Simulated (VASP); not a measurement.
# MgO (P6_3mc) in VASP: notebook

MgO is run at these levels: PBE; tasks: single point.

Program: VASP 6.6.1. These are calculated values, not measurements. Logs are shortened: lines on timing, memory, paths and dates and some standing lists are left out, and cuts for length are marked.

### Step 1. The cell of the first run

It takes space group P6_3mc (No. 186, hexagonal). The conventional cell has a = 3.238 Å, b = 3.238 Å, c = 5.395 Å, α = 90.00°, β = 90.00°, γ = 120.00°. Mg (site symmetry 3m) has 4 O at 1.96 to 2.11 Å within 2.6 Å. Within 2.6 Å of O (site symmetry 3m) lie 4 Mg at 1.96 to 2.11 Å.

### Step 2. Single point, PBE

INCAR

```
SYSTEM = MgO
PREC = Accurate
ENCUT = 520
EDIFF = 1E-7
ISMEAR = 0
SIGMA = 0.05
LREAL = .False.
LASPH = .True.
NELM = 80
ALGO = Normal
ISIF = 2
LWAVE = .False.
LCHARG = .False.
GGA = PE
NBANDS = 16
```

KPOINTS

```
regular mesh
0
Gamma
  9 9 6
  0 0 0
```

POSCAR

```
MgO
1.0
    3.2379000000      0.0000000000      0.0000000000
   -1.6189500000      2.8041036549      0.0000000000
    0.0000000000      0.0000000000      5.3947000000
Mg O
2 2
Direct
    0.3333333333      0.6666666667      0.0063188013
    0.6666666667      0.3333333333      0.5063188013
    0.3333333333      0.6666666667      0.3982811987
    0.6666666667      0.3333333333      0.8982811987
```

Potentials or basis: VASP PAW PBE potentials, release 64 (Mg, O).

Started as:

```sh
$ cat potpaw_PBE.64/Mg/POTCAR potpaw_PBE.64/O/POTCAR > POTCAR
$ mpirun -np 1 vasp_std > vasp.out
```

OUTCAR:

```text
SYSTEM = MgO
   PREC = Accurate
   ENCUT = 520
   EDIFF = 1E-7
   ISMEAR = 0
   LREAL = .False.
   LASPH = .True.
   NELM = 80
   ISIF = 2
   GGA = PE

 ion  position               nearest neighbor table
   1  0.333  0.667  0.006-   4 1.96   4 1.96   4 1.96   3 2.11   2 3.28   2 3.28   2 3.28   2 3.28
                             2 3.28   2 3.28
   2  0.667  0.333  0.506-   3 1.96   3 1.96   3 1.96   4 2.11   1 3.28   1 3.28   1 3.28   1 3.28
                             1 3.28   1 3.28
   3  0.333  0.667  0.398-   2 1.96   2 1.96   2 1.96   1 2.11
   4  0.667  0.333  0.898-   1 1.96   1 1.96   1 1.96   2 2.11

  LATTYP: Found a hexagonal cell.
 ALAT       =     3.2379000000
 C/A-ratio  =     1.6661107508

  Lattice vectors:

 A1 = (   3.2379000000,   0.0000000000,   0.0000000000)
 A2 = (  -1.6189500000,   2.8041036549,   0.0000000000)
 A3 = (   0.0000000000,   0.0000000000,   5.3947000000)

Analysis of symmetry for initial positions (statically):
=====================================================================
 Subroutine PRICEL returns:
 Original cell was already a primitive cell.

 Routine SETGRP: Setting up the symmetry group for a
 hexagonal supercell.

 Subroutine GETGRP returns: Found 12 space group operations
 (whereof  6 operations were pure point group operations)
 out of a pool of 24 trial point group operations.

The static configuration has the point symmetry C_3v.
 The point group associated with its full space group is C_6v.

Analysis of symmetry for dynamics (positions and initial velocities):
=====================================================================
 Subroutine PRICEL returns:
 Original cell was already a primitive cell.

 Routine SETGRP: Setting up the symmetry group for a
 hexagonal supercell.

 Subroutine GETGRP returns: Found 12 space group operations
 (whereof  6 operations were pure point group operations)
 out of a pool of 24 trial point group operations.

The dynamic configuration has the point symmetry C_3v.
 The point group associated with its full space group is C_6v.

 Subroutine INISYM returns: Found 12 space group operations
 (whereof  6 operations are pure point group operations),
 and found     1 'primitive' translations

----------------------------------------------------------------------------------------

                                     Primitive cell

  volume of cell :      48.9807

  direct lattice vectors                    reciprocal lattice vectors
     3.237900000  0.000000000  0.000000000     0.308842151  0.178310099  0.000000000
    -1.618950000  2.804103655  0.000000000     0.000000000  0.356620198  0.000000000
     0.000000000  0.000000000  5.394700000     0.000000000  0.000000000  0.185367120
[... 89 lines left out ...]
   LREAL  =      F    real-space projection
   EDIFFG = 0.1E-05   stopping-criterion for IOM
   NSW    =      0    number of steps for IOM
   IBRION =     -1    ionic relax: 0-MD 1-quasi-New 2-CG
   NFREE  =      0    steps in history (QN), initial steepest desc. (CG)
   ISIF   =      2    stress and relaxation
   ISYM   =      2    0-nonsym 1-usesym 2-fastsym
   POTIM  = 0.5000    time-step for ionic-motion
   TEBEG  =    0.0;   TEEND  =   0.0 temperature during run
   PSTRESS=    0.0 pullay stress
   NELECT =      16.0000    total number of electrons
   NUPDOWN=      -1.0000    fix difference up-down
   EMIN   =  10.00;   EMAX   =-10.00  energy-range for DOS
   EFERMI =   0.00;   METHOD = LEGACY
   ISMEAR =     0;   SIGMA  =   0.05  broadening in eV -4-tet -1-fermi 0-gaus
   EFERMI_NEDOS =   21; number of points for ismear=-14 and -15
   IALGO  =     38    algorithm
   IMIX   =      4    mixing-type and parameters
     AMIX     =   0.40;   BMIX     =  1.00
     AMIX_MAG =   1.60;   BMIX_MAG =  1.00
  volume/ion in A,a.u.               =      12.25        82.63
  Fermi-wavevector in a.u.,A,eV,Ry     =   1.127474  2.130617 17.295696  1.271198
  Thomas-Fermi vector in A             =   2.264160
   LORBIT       =      0    0 simple, 1 ext, 2 COOP (PROOUT), +10 PAW based schemes
   GGA     = PE    functional components
   LHFCALC =     F    Hartree Fock is set to
   AEXX    =    0.0000 exact exchange contribution
   IVDW    =     0    specifies the selected vdW correction
   LEPSILON=     F    determine dielectric tensor
   LRPA    =     F    only Hartree local field effects (RPA)
 non-spin polarized calculation
 Gauss-broadening in eV      SIGMA  =   0.05
  energy-cutoff  :      520.00
  volume of cell :       48.98
 maximum number of plane-waves:      1338
   NGX = 13   NGY = 13   NGZ = 21

 number of electron      16.0000007 magnetization

 Free energy of the ion-electron system (eV)
  ---------------------------------------------------
  ext. energy  EPLUGINS =         0.00000000
  ---------------------------------------------------
  free energy    TOTEN  =       -23.43033379 eV

  energy without entropy =      -23.43033379  energy(sigma->0) =      -23.43033379

 E-fermi :   0.9128     XC(G=0):  -9.5791

 val. band max:        0.7054415893   @ k =   0.0000   0.0000   0.0000
 cond. band min:       4.1900393580   @ k =   0.0000   0.0000   0.0000
 fundamental gap:      3.4845977687
 Fermi energy:         0.9127509057

 k-point     1 :       0.0000    0.0000    0.0000
  band No.  band energies     occupation
      1     -15.2102      2.00000
      2     -14.6113      2.00000
      3      -2.3710      2.00000
      4       0.3889      2.00000
      5       0.3889      2.00000
      6       0.5898      2.00000
[... 433 lines left out ...]
      3      -1.5794      2.00000
      4      -1.1419      2.00000
      5      -1.1419      2.00000
      6      -0.6300      2.00000
[... 8 lines left out ...]
     15      14.1871      0.00000
     16      18.2313      0.00000

 [... further k-points ...]
[... 5 lines left out ...]
  --------------------------------------------------------------------------------------
  -------------------------------------------------------------------------------------
  Total        1.5286482      1.5286482     -2.5638299      0.0000000      0.0000000      0.0000000
  in kB       50.0026849     50.0026849    -83.8638890      0.0000000      0.0000000      0.0000000
  external PRESSURE =       5.3804936 kB  Pullay stress =       0.0000000 kB

 VOLUME and BASIS-vectors are now :
 -----------------------------------------------------------------------------
  energy-cutoff  :      520.00
  volume of cell :       48.98
      direct lattice vectors                 reciprocal lattice vectors
     3.237900000  0.000000000  0.000000000     0.308842151  0.178310099  0.000000000
    -1.618950000  2.804103655  0.000000000     0.000000000  0.356620198  0.000000000
     0.000000000  0.000000000  5.394700000     0.000000000  0.000000000  0.185367120

 POSITION                                       TOTAL-FORCE (eV/Angst)
 -----------------------------------------------------------------------------------
     -0.00000      1.86940      0.03409         0.000000      0.000000      0.523028
      1.61895      0.93470      2.73144        -0.000000      0.000000      0.523028
     -0.00000      1.86940      2.14861         0.000000      0.000000     -0.523028
      1.61895      0.93470      4.84596        -0.000000      0.000000     -0.523028
 -----------------------------------------------------------------------------------
    total drift:                               -0.000000      0.000000      0.000491

  FREE ENERGIE OF THE ION-ELECTRON SYSTEM (eV)
  ---------------------------------------------------
  free  energy   TOTEN  =       -23.4303337909 eV

  energy  without entropy=      -23.4303337909  energy(sigma->0) =      -23.43033379
```

stdout:

```text
POSCAR found type information on POSCAR MgO
 POSCAR found :  2 types and       4 ions
 scaLAPACK will be used
 LDA part: xc-table for (Slater+PW92), standard interpolation
 POSCAR, INCAR and KPOINTS ok, starting setup
 FFT: planning ... GRIDC
 FFT: planning ... GRID_SOFT
 FFT: planning ... GRID
 WAVECAR not read
 entering main loop
```

It took 48 s on 1 thread of Intel Xeon 8259CL, shared host; peak memory 0.18 GiB.

What came out:

| Item | Value |
| --- | --- |
| Free energy | -23.4303 eV |
| Pressure | 0.5 GPa |
| Largest force | 0.523 eV/Å |
| Band gap on the k mesh | 3.48 eV |

Forces in eV/Å, atoms in the order of the input:
```
Mg   0.000  0.000  0.523
Mg   0.000  0.000  0.523
O    0.000  0.000 -0.523
O    0.000  0.000 -0.523
```

Caveat: the stress differs along the axes, from -8 to 5 GPa.

### Step 3. Single point, PBE

This run uses another cell than the first one, of 12.28 Å³/atom.

INCAR

```
  ALGO = Normal
  EDIFF = 1E-6
  ENCUT = 520
  GGA = PE
  ISIF = 2
  ISMEAR = 0
  LASPH = True
  LCHARG = False
  LREAL = False
  LWAVE = False
  NBANDS = 16
  NELM = 60
  PREC = Accurate
  SIGMA = 0.05
```

KPOINTS

```
k-points
0
Gamma
  9 9 6
```

POSCAR

```
MgO
1.0
    3.4700000000      0.0000000000      0.0000000000
   -1.7350000000      3.0051081511      0.0000000000
    0.0000000000      0.0000000000      4.7118000000
Mg O
2 2
Direct
    0.3333333333      0.6666666667      0.0063188013
    0.6666666667      0.3333333333      0.5063188013
    0.3333333333      0.6666666667      0.3982811987
    0.6666666667      0.3333333333      0.8982811987
```

Potentials or basis: VASP PAW PBE potentials, release 64 (Mg, O).

Started as:

```sh
$ cat potpaw_PBE.64/Mg/POTCAR potpaw_PBE.64/O/POTCAR > POTCAR
$ mpirun -np 1 vasp_std > vasp.out
```

OUTCAR:

```text
EDIFF = 1E-6
   ENCUT = 520
   GGA = PE
   ISIF = 2
   ISMEAR = 0
   LASPH = True
   LREAL = False
   NELM = 60
   PREC = Accurate

 ion  position               nearest neighbor table
   1  0.333  0.667  0.006-   3 1.85   4 2.07   4 2.07   4 2.07   2 3.09   2 3.09   2 3.09   2 3.09
                             2 3.09   2 3.09
   2  0.667  0.333  0.506-   4 1.85   3 2.07   3 2.07   3 2.07   1 3.09   1 3.09   1 3.09   1 3.09
                             1 3.09   1 3.09
   3  0.333  0.667  0.398-   1 1.85   2 2.07   2 2.07   2 2.07
[... 656 lines left out ...]
 [... further k-points ...]
[... 5 lines left out ...]
  --------------------------------------------------------------------------------------
  -------------------------------------------------------------------------------------
  Total       -2.5986613     -2.5986613      5.6020683      0.0000000      0.0000000      0.0000000
  in kB      -84.7390977    -84.7390977    182.6764440      0.0000000      0.0000000      0.0000000
  external PRESSURE =       4.3994162 kB  Pullay stress =       0.0000000 kB

 VOLUME and BASIS-vectors are now :
 -----------------------------------------------------------------------------
  energy-cutoff  :      520.00
  volume of cell :       49.13
      direct lattice vectors                 reciprocal lattice vectors
     3.470000000  0.000000000  0.000000000     0.288184438  0.166383363  0.000000000
    -1.735000000  3.005108151  0.000000000     0.000000000  0.332766726  0.000000000
     0.000000000  0.000000000  4.711800000     0.000000000  0.000000000  0.212233117

 POSITION                                       TOTAL-FORCE (eV/Angst)
 -----------------------------------------------------------------------------------
     -0.00000      2.00341      0.02977        -0.000000      0.000000     -1.759495
      1.73500      1.00170      2.38567        -0.000000     -0.000000     -1.759495
     -0.00000      2.00341      1.87662        -0.000000      0.000000      1.759495
      1.73500      1.00170      4.23252         0.000000     -0.000000      1.759495
 -----------------------------------------------------------------------------------
    total drift:                                0.000000      0.000000     -0.001062

  FREE ENERGIE OF THE ION-ELECTRON SYSTEM (eV)
  ---------------------------------------------------
  free  energy   TOTEN  =       -23.1935521201 eV

  energy  without entropy=      -23.1935521201  energy(sigma->0) =      -23.19355212
```

stdout:

```text
POSCAR found type information on POSCAR MgO
 POSCAR found :  2 types and       4 ions
 scaLAPACK will be used
 LDA part: xc-table for (Slater+PW92), standard interpolation
 POSCAR, INCAR and KPOINTS ok, starting setup
 FFT: planning ... GRIDC
 FFT: planning ... GRID_SOFT
 FFT: planning ... GRID
 WAVECAR not read
 entering main loop
```

It took 68 s on 1 thread of Intel Xeon 8259CL, shared host; peak memory 0.18 GiB.

What came out:

```
Free energy            : -23.1936 eV
Pressure               : 0.4 GPa
Largest force          : 1.759 eV/Å
Band gap on the k mesh : 3.18 eV
```

Forces in eV/Å, atoms in the order of the input:
```
Mg   0.000  0.000 -1.759
Mg   0.000  0.000 -1.759
O    0.000  0.000  1.759
O    0.000  0.000  1.759
```

Stress tensor (GPa, compression positive):
```
-8.47  0.00  0.00
 0.00 -8.47  0.00
 0.00  0.00 18.27
```

Caveat: the stress differs along the axes, from -8 to 18 GPa; forces of over 1 eV/Å act on the atoms, so gaps and moduli don't describe the material at rest. A k mesh can miss the band edges.
